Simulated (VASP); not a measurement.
# AlN in VASP: a series of runs

AlN is run at these levels: PBE; tasks: single point.

All numbers are computed with VASP 6.6.1; they aren't measurements. Logs are shortened: lines on timing, memory, paths and dates and some standing lists are left out, and cuts for length are marked.

## (1) The cell of the first run

The structure is tetragonal, space group I4mm (No. 107). Conventional cell: a = 2.877 Å, b = 2.877 Å, c = 4.069 Å, α = 90.00°, β = 90.00°, γ = 90.00°. Al (site symmetry 4mm) has 6 N at 1.88 to 2.18 Å within 2.5 Å. N (site symmetry 4mm) has 6 Al at 1.88 to 2.18 Å within 2.5 Å.

## (2) Single point, PBE (one atom moved)

File INCAR:

```
SYSTEM = AlN
PREC = Accurate ; ENCUT = 520
EDIFF = 1E-6 ; ISMEAR = 0
SIGMA = 0.02 ; LREAL = .FALSE.
LASPH = .TRUE. ; NELM = 100
ALGO = Normal ; ISIF = 2
LWAVE = .FALSE. ; LCHARG = .FALSE.
GGA = PE ; NBANDS = 11
```

File KPOINTS:

```
regular mesh
0
G
  10 10 10
  0 0 0
```

File POSCAR:

```
AlN
1.0
    0.0000000000      2.0345180000      2.0345180000
    2.0345180000      0.0000000000      2.0345180000
    2.0345180000      2.0345180000      0.0000000000
Al N
1 1
Direct
    0.5368637682      0.4631362318      0.5368637682
    0.0000000000      0.0000000000      0.0000000000
```

Potentials or basis: VASP PAW PBE potentials, release 64 (Al, N).

Command:

```sh
cat potpaw_PBE.64/Al/POTCAR potpaw_PBE.64/N/POTCAR > POTCAR
mpirun -np 1 vasp_std > vasp.out
```

OUTCAR:

```text
SYSTEM = AlN
   PREC = Accurate
   ENCUT = 520
   EDIFF = 1E-6
   ISMEAR = 0
   LREAL = .FALSE.
   LASPH = .TRUE.
   NELM = 100
   ISIF = 2
   GGA = PE

 ion  position               nearest neighbor table
   1  0.537  0.463  0.537-   2 1.88   2 2.04   2 2.04   2 2.04   2 2.04   2 2.18
   2  0.000  0.000  0.000-   1 1.88   1 2.04   1 2.04   1 2.04   1 2.04   1 2.18

  LATTYP: Found a face centered cubic cell.
 ALAT       =     4.0690360000

  Lattice vectors:

 A1 = (   0.0000000000,   2.0345180000,   2.0345180000)
 A2 = (   2.0345180000,   0.0000000000,   2.0345180000)
 A3 = (   2.0345180000,   2.0345180000,   0.0000000000)

Analysis of symmetry for initial positions (statically):
=====================================================================
 Subroutine PRICEL returns:
 Original cell was already a primitive cell.

 Routine SETGRP: Setting up the symmetry group for a
 face centered cubic supercell.

 Subroutine GETGRP returns: Found  8 space group operations
 (whereof  8 operations were pure point group operations)
 out of a pool of 48 trial point group operations.

The static configuration has the point symmetry C_4v.

Analysis of symmetry for dynamics (positions and initial velocities):
=====================================================================
 Subroutine PRICEL returns:
 Original cell was already a primitive cell.

 Routine SETGRP: Setting up the symmetry group for a
 face centered cubic supercell.

 Subroutine GETGRP returns: Found  8 space group operations
 (whereof  8 operations were pure point group operations)
 out of a pool of 48 trial point group operations.

The dynamic configuration has the point symmetry C_4v.

 Subroutine INISYM returns: Found  8 space group operations
 (whereof  8 operations are pure point group operations),
 and found     1 'primitive' translations

----------------------------------------------------------------------------------------

                                     Primitive cell

  volume of cell :      16.8428

  direct lattice vectors                    reciprocal lattice vectors
     0.000000000  2.034518000  2.034518000    -0.245758455  0.245758455  0.245758455
     2.034518000  0.000000000  2.034518000     0.245758455 -0.245758455  0.245758455
     2.034518000  2.034518000  0.000000000     0.245758455  0.245758455 -0.245758455

  length of vectors
     2.877242948  2.877242948  2.877242948     0.425666130  0.425666130  0.425666130

  position of ions in fractional coordinates (direct lattice)
     0.536863768  0.463136232  0.536863768
     0.000000000  0.000000000  0.000000000

  ion indices of the primitive-cell ions
   primitive index   ion index
                 1           1
                 2           2

----------------------------------------------------------------------------------------

 KPOINTS: regular mesh

Automatic generation of k-mesh.
 Grid dimensions read from file:
 generate k-points for:   10   10   10

 Generating k-lattice:

  Cartesian coordinates                     Fractional coordinates (reciprocal lattice)
    -0.024575845  0.024575845  0.024575845     0.100000000  0.000000000  0.000000000
     0.024575845 -0.024575845  0.024575845     0.000000000  0.100000000  0.000000000
     0.024575845  0.024575845 -0.024575845     0.000000000  0.000000000  0.100000000

  Length of vectors
     0.042566613  0.042566613  0.042566613

  Shift w.r.t. Gamma in fractional coordinates (k-lattice)
     0.000000000  0.000000000  0.000000000

 Subroutine IBZKPT returns following result:
 ===========================================

 Found    102 irreducible k-points:

 Following reciprocal coordinates:
            Coordinates               Weight
  0.000000  0.000000  0.000000      1.000000
  0.100000  0.000000  0.000000      8.000000
  0.200000  0.000000  0.000000      8.000000
  0.300000  0.000000  0.000000      8.000000
  0.400000  0.000000  0.000000      8.000000
  0.500000  0.000000  0.000000      4.000000
[... 16 lines left out ...]
 -0.100000  0.100000  0.000000      8.000000
  0.100000  0.000000 -0.100000      4.000000
 [... further k-points ...]
   k-points           NKPTS =    102   k-points in BZ     NKDIM =    102   number of bands    NBANDS=     11
   number of dos      NEDOS =    301   number of ions     NIONS =      2
   total plane-waves  NPLWV =  13824
   dimension x,y,z NGX =    24 NGY =   24 NGZ =   24
   dimension x,y,z NGXF=    48 NGYF=   48 NGZF=   48
   ions per type =               1   1
   NGX,Y,Z   is equivalent  to a cutoff of  13.87, 13.87, 13.87 a.u.
   NGXF,Y,Z  is equivalent  to a cutoff of  27.73, 27.73, 27.73 a.u.
 SYSTEM =  AlN
   PREC   = accura    normal or accurate (medium, high low for compatibility)
   ISTART =      0    job   : 0-new  1-cont  2-samecut
   ICHARG =      2    charge: 1-file 2-atom 10-const
   ISPIN  =      1    spin polarized calculation?
   LNONCOLLINEAR =      F non collinear calculations
   LSORBIT =      F    spin-orbit coupling
   LASPH  =      T    aspherical Exc in radial PAW
   ENCUT  =  520.0 eV  38.22 Ry    6.18 a.u.   5.35  5.35  5.35*2*pi/ulx,y,z
   NELM   =    100;   NELMIN=  2; NELMDL= -5     # of ELM steps
   EDIFF  = 0.1E-05   stopping-criterion for ELM
   LREAL  =      F    real-space projection
   EDIFFG = 0.1E-04   stopping-criterion for IOM
   NSW    =      0    number of steps for IOM
   IBRION =     -1    ionic relax: 0-MD 1-quasi-New 2-CG
   NFREE  =      0    steps in history (QN), initial steepest desc. (CG)
   ISIF   =      2    stress and relaxation
   ISYM   =      2    0-nonsym 1-usesym 2-fastsym
   POTIM  = 0.5000    time-step for ionic-motion
   TEBEG  =    0.0;   TEEND  =   0.0 temperature during run
   PSTRESS=    0.0 pullay stress
   NELECT =       8.0000    total number of electrons
   NUPDOWN=      -1.0000    fix difference up-down
   EMIN   =  10.00;   EMAX   =-10.00  energy-range for DOS
   EFERMI =   0.00;   METHOD = LEGACY
   ISMEAR =     0;   SIGMA  =   0.02  broadening in eV -4-tet -1-fermi 0-gaus
   EFERMI_NEDOS =   21; number of points for ismear=-14 and -15
   IALGO  =     38    algorithm
   IMIX   =      4    mixing-type and parameters
     AMIX     =   0.40;   BMIX     =  1.00
     AMIX_MAG =   1.60;   BMIX_MAG =  1.00
  volume/ion in A,a.u.               =       8.42        56.83
  Fermi-wavevector in a.u.,A,eV,Ry     =   1.277321  2.413786 22.198561  1.631548
  Thomas-Fermi vector in A             =   2.409927
   LORBIT       =      0    0 simple, 1 ext, 2 COOP (PROOUT), +10 PAW based schemes
   GGA     = PE    functional components
   LHFCALC =     F    Hartree Fock is set to
   AEXX    =    0.0000 exact exchange contribution
   IVDW    =     0    specifies the selected vdW correction
   LEPSILON=     F    determine dielectric tensor
   LRPA    =     F    only Hartree local field effects (RPA)
 non-spin polarized calculation
 Gauss-broadening in eV      SIGMA  =   0.02
  energy-cutoff  :      520.00
  volume of cell :       16.84
 maximum number of plane-waves:       469
 NGX is ok and might be reduce to    24
   NGX = 11   NGY = 11   NGZ = 11

 number of electron       7.9999999 magnetization

 Free energy of the ion-electron system (eV)
  ---------------------------------------------------
  ext. energy  EPLUGINS =         0.00000000
  ---------------------------------------------------
  free energy    TOTEN  =       -14.46454081 eV

  energy without entropy =      -14.46454081  energy(sigma->0) =      -14.46454081

 E-fermi :   9.8678     XC(G=0): -12.1863

 val. band max:        9.6939116355   @ k =   0.0000   0.0000   0.0000
 cond. band min:      14.0533533353   @ k =   0.5000   0.5000   0.0000
 fundamental gap:      4.3594416999
 Fermi energy:         9.8677662807

 k-point     1 :       0.0000    0.0000    0.0000
  band No.  band energies     occupation
      1      -7.6764      2.00000
      2       9.5980      2.00000
      3       9.6939      2.00000
      4       9.6939      2.00000
      5      15.0572      0.00000
      6      21.8669      0.00000
      7      21.8790      0.00000
      8      21.8790      0.00000
      9      26.8428      0.00000
     10      27.3532      0.00000
     11      27.3871      0.00000

 k-point     2 :       0.1000    0.0000    0.0000
  band No.  band energies     occupation
      1      -7.4757      2.00000
      2       8.6323      2.00000
      3       9.5420      2.00000
      4       9.5789      2.00000
      5      15.6935      0.00000
      6      20.8825      0.00000
      7      22.1623      0.00000
      8      22.2035      0.00000
      9      25.7408      0.00000
     10      25.8691      0.00000
     11      27.7382      0.00000

 k-point     3 :       0.2000    0.0000    0.0000
  band No.  band energies     occupation
      1      -6.8923      2.00000
      2       6.5374      2.00000
      3       9.2599      2.00000
      4       9.2990      2.00000
      5      16.4039      0.00000
      6      20.2663      0.00000
      7      22.2690      0.00000
      8      22.3010      0.00000
      9      25.1983      0.00000
     10      25.3552      0.00000
     11      27.1034      0.00000

 k-point     4 :       0.3000    0.0000    0.0000
  band No.  band energies     occupation
      1      -6.0006      2.00000
      2       4.2649      2.00000
      3       8.9477      2.00000
      4       8.9879      2.00000
      5      16.2160      0.00000
      6      20.8344      0.00000
      7      21.4840      0.00000
      8      21.8271      0.00000
      9      26.0891      0.00000
     10      26.7078      0.00000
     11      27.0054      0.00000

 k-point     5 :       0.4000    0.0000    0.0000
  band No.  band energies     occupation
      1      -5.0164      2.00000
      2       2.3613      2.00000
      3       8.7176      2.00000
      4       8.7587      2.00000
      5      15.8480      0.00000
      6      20.6348      0.00000
      7      20.8050      0.00000
      8      22.4598      0.00000
      9      25.6742      0.00000
     10      28.9311      0.00000
     11      29.0447      0.00000
[... 211 lines left out ...]
 k-point    21 :      -0.2000    0.1000    0.0000
  band No.  band energies     occupation
      1      -6.4593      2.00000
      2       5.7424      2.00000
      3       8.2748      2.00000
      4       9.2974      2.00000
      5      17.0444      0.00000
      6      19.9055      0.00000
      7      21.3383      0.00000
      8      22.5059      0.00000
      9      24.2900      0.00000
     10      27.1249      0.00000
     11      28.2101      0.00000

 k-point    22 :       0.1000    0.0000   -0.2000
  band No.  band energies     occupation
      1      -6.4591      2.00000
      2       5.7284      2.00000
      3       8.2677      2.00000
      4       9.3317      2.00000
      5      17.0851      0.00000
      6      19.8396      0.00000
      7      21.5759      0.00000
      8      22.1976      0.00000
      9      24.1468      0.00000
     10      27.1476      0.00000
     11      28.4892      0.00000

 k-point    23 :      -0.1000    0.1000    0.0000
  band No.  band energies     occupation
      1      -7.1475      2.00000
      2       7.6137      2.00000
      3       8.9127      2.00000
      4       9.5416      2.00000
      5      16.4384      0.00000
      6      20.0438      0.00000
      7      22.2426      0.00000
      8      22.6319      0.00000
      9      24.0826      0.00000
     10      26.1474      0.00000
     11      28.4675      0.00000

 k-point    24 :       0.1000    0.0000   -0.1000
  band No.  band energies     occupation
      1      -7.1474      2.00000
      2       7.6033      2.00000
      3       8.8939      2.00000
      4       9.5742      2.00000
      5      16.4823      0.00000
      6      19.9888      0.00000
      7      22.3605      0.00000
      8      22.5741      0.00000
      9      23.8477      0.00000
     10      26.1714      0.00000
     11      28.7187      0.00000

 [... further k-points ...]

------------------------ aborting loop because EDIFF is reached ----------------------------------------

  FORCE on cell =-STRESS in cart. coord.  units (eV):
  Direction    XX          YY          ZZ          XY          YZ          ZX
  --------------------------------------------------------------------------------------
  -------------------------------------------------------------------------------------
  Total       -0.0818934      1.2973271     -0.0818934     -0.0000000      0.0000000      0.0000000
  in kB       -7.7901285    123.4086135     -7.7901285     -0.0000000      0.0000000      0.0000000
  external PRESSURE =      35.9427855 kB  Pullay stress =       0.0000000 kB

 VOLUME and BASIS-vectors are now :
 -----------------------------------------------------------------------------
  energy-cutoff  :      520.00
  volume of cell :       16.84
      direct lattice vectors                 reciprocal lattice vectors
     0.000000000  2.034518000  2.034518000    -0.245758455  0.245758455  0.245758455
     2.034518000  0.000000000  2.034518000     0.245758455 -0.245758455  0.245758455
     2.034518000  2.034518000  0.000000000     0.245758455  0.245758455 -0.245758455

 POSITION                                       TOTAL-FORCE (eV/Angst)
 -----------------------------------------------------------------------------------
      2.03452      2.18452      2.03452         0.000000     -1.184143      0.000000
      0.00000      0.00000      0.00000         0.000000      1.184143      0.000000
 -----------------------------------------------------------------------------------
    total drift:                                0.000000      0.000168      0.000000

  FREE ENERGIE OF THE ION-ELECTRON SYSTEM (eV)
  ---------------------------------------------------
  free  energy   TOTEN  =       -14.4645408087 eV

  energy  without entropy=      -14.4645408087  energy(sigma->0) =      -14.46454081
```

Wall time 48 s (1 thread of AMD EPYC 7R13, shared host); peak memory 0.11 GiB.

What came out:

```yaml
Free_energy: -14.4645 eV
Pressure: 3.6 GPa
Largest_force: 1.184 eV/Å
Band_gap_on_the_k_mesh: 4.36 eV, indirect (least direct gap 5.36 eV)
```

Forces on the atoms (eV/Å):
```
Al   0.000 -1.184  0.000
N    0.000  1.184  0.000
```

Levels at points of the mesh, in eV from the valence-band top:
```tsv
k point	band 1	band 2	band 3	band 4	band 5	band 6	band 7	band 8
(0.00, 0.00, 0.00)	-17.37	-0.10	0.00	0.00	5.36	12.17	12.19	12.19
(0.50, 0.00, 0.00)	-14.20	-8.16	-1.06	-1.02	6.01	10.74	10.87	13.16
(0.50, 0.50, 0.00)	-13.25	-7.23	-2.75	-2.74	4.36	5.37	13.84	16.97
(0.50, 0.00, 0.50)	-13.27	-7.21	-2.73	-2.73	4.38	5.36	13.75	17.00
```

Caveat: the cell differs from its parent crystal (one atom moved); forces of over 1 eV/Å act on the atoms, so gaps and moduli don't describe the material at rest. A k mesh can miss the band edges.

(Continued in part 2 of 3.)
